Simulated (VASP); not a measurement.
SiW6: single point with PBE+D3(BJ)

SiW6, a slab with vacuum:

```
W Si
1.0
     4.46825    0.00000    0.00000
    -2.23413    3.86962    0.00000
     0.00000    0.00000   21.62591
W Si
6 1
Cartesian
  2.2341 1.2899 4.0000
  0.0000 2.5797 4.9121
  0.0000 0.0000 5.8242
  2.2341 1.2899 6.6718
  0.0000 2.5797 7.5323
  0.0000 0.0000 8.3259
  1.4894 0.8599 11.6259
```

```yaml
Program: VASP 6.6.1
Task: single point
Functional: PBE
Dispersion: D3(BJ)
Potentials_or_basis: VASP PAW PBE potentials, release 64 (W_sv, Si)
Cutoff: 520 eV
k_mesh: 6 × 6 × 1
Occupations: gaussian, width 0.1 eV
Spin: no spin polarisation
```

```yaml
Largest_force: 5.597 eV/Å
Band_gap_on_the_k_mesh: zero (bands 44 and 45 overlap by 0.12 eV)
Dispersion_energy_per_atom: -0.402 eV
```

Forces in eV/Å, atoms in the order of the input:
```
W    0.018  0.011  2.030
W   -0.042 -0.024 -0.927
W    0.045  0.026 -1.991
W   -0.008 -0.005 -3.581
W   -0.078 -0.045 -0.097
W    0.108  0.062  5.596
Si  -0.042 -0.024 -1.029
```

Levels at points of the mesh, in eV from the Fermi level:
| k point | band 42 | band 43 | band 44 | band 45 | band 46 | band 47 |
| --- | --- | --- | --- | --- | --- | --- |
| (0.00, 0.00, 0.00) | -1.07 | -1.00 | -0.46 | 0.61 | 1.42 | 1.52 |
| (0.50, 0.00, 0.00) | -0.67 | -0.38 | 0.03 | 0.18 | 0.30 | 0.74 |
| (0.00, 0.50, 0.00) | -0.66 | -0.20 | -0.08 | 0.19 | 0.31 | 0.64 |

Run time: 6.4 min on 1 thread of Intel(R) Xeon(R) 6975P-C (Granite Rapids), with other jobs on the host, peak memory 0.59 GiB.

Caveat: spin-orbit coupling is left out, which moves the levels of the heavy elements.
